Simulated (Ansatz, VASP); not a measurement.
## SnSe in VASP and in Ansatz

```
Sn Se
1.0
     0.00000    2.94665    2.94665
     2.94665    0.00000    2.94665
     2.94665    2.94665    0.00000
Sn Se
1 1
Direct
  0.01200 0.00000 0.00000
  0.50000 0.50000 0.50000
```

Change from the starting cell: all Sn atoms moved -0.050 Å, as atom 1 towards its neighbour atom 1 (Sn) at 4.167 Å.

Alike in both runs: task single point; functional LDA; k mesh 8 × 8 × 8; occupations gaussian, width 0.05 eV; no spin polarisation.

|  | VASP | Ansatz |
| --- | --- | --- |
| version | VASP 6.6.1 | Ansatz 0.2.0 |
| potentials or method | VASP PAW LDA potentials, release 64 (Sn_d, Se), cutoff 520 eV | scalar-relativistic, plane waves, PAW |
| valence electrons in the cell | 20 | 30 |

```tsv
	VASP	Ansatz	Ansatz less VASP
gap on the k mesh at the Fermi level (eV)	0.77	0.77	+0.007
least direct gap on the mesh (eV)	0.91	0.89	-0.021
pressure (GPa)	0.2	0.0	-0.14
rms of the force components (eV/Å)	0.014	0.012	-0.0017
```

LDA's correlation is that of Perdew and Zunger in VASP and of Perdew and Wang (1992) in Ansatz. Atom by atom the forces differ by 0.002 eV/Å (rms over components). VASP's potentials hold 20 valence electrons a cell and Ansatz's 30, so a difference there can come from the potentials and not from the codes.
